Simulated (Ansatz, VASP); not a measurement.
**Ge: VASP beside Ansatz**

The input INCAR:

```
  PREC = Accurate
  ENCUT = 520
  EDIFF = 1E-6
  ISMEAR = -1
  SIGMA = 0.1
  LREAL = F
  LASPH = T
  NELM = 60
  ALGO = Normal
  ISIF = 2
  LWAVE = F
  LCHARG = F
  GGA = RP
  NBANDS = 13
```

File KPOINTS:

```
Automatic mesh
0
Gamma
  14 14 14
```

Contents of POSCAR:

```
Ge
1.0
    0.0000000000      2.0670824721      2.0670824721
    2.0670824721      0.0000000000      2.0670824721
    2.0670824721      2.0670824721      0.0000000000
Ge
1
Direct
    0.0000000000      0.0000000000      0.0000000000
```

Input for Ansatz:

```yaml
crystal:
  lattice:
    - [0.0, 2.0670824721, 2.0670824721]
    - [2.0670824721, 0.0, 2.0670824721]
    - [2.0670824721, 2.0670824721, 0.0]
  atoms:
    - { symbol: Ge, position: [0.0, 0.0, 0.0] }
hamiltonian:
  xc: rpbe
  pseudopotentials:
    kind: paw
    azcp:
      Ge: "pseudopotentials/Ge.paw.azcp"
basis:
  ecutwfc: 420
  fft_grid_basis: typed
kpoints:
  mp_grid: { grid: [14, 14, 14], shift: [0, 0, 0] }
magnetization:
  spin_polarized: false
scf:
  occupations: { method: fermi_dirac, width: 0.1 }
  lower_state_search: "off"
output:
  stress: true
```

Alike in both runs: task single point; functional RPBE; k mesh 14 × 14 × 14; occupations fermi-dirac, width 0.1 eV; no spin polarisation.

|  | VASP | Ansatz |
| --- | --- | --- |
| version | VASP 6.6.1 | Ansatz 0.2.0 |
| potentials or method | VASP PAW PBE potentials, release 64 (Ge_d), cutoff 520 eV | plane waves (420 eV) with PAW, scalar-relativistic |
| valence electrons in the cell | 14 | 14 |

```tsv
	VASP	Ansatz	Ansatz less VASP
pressure (GPa)	9.8	9.9	+0.07
```

VASP's potentials were made for PBE, not for RPBE.
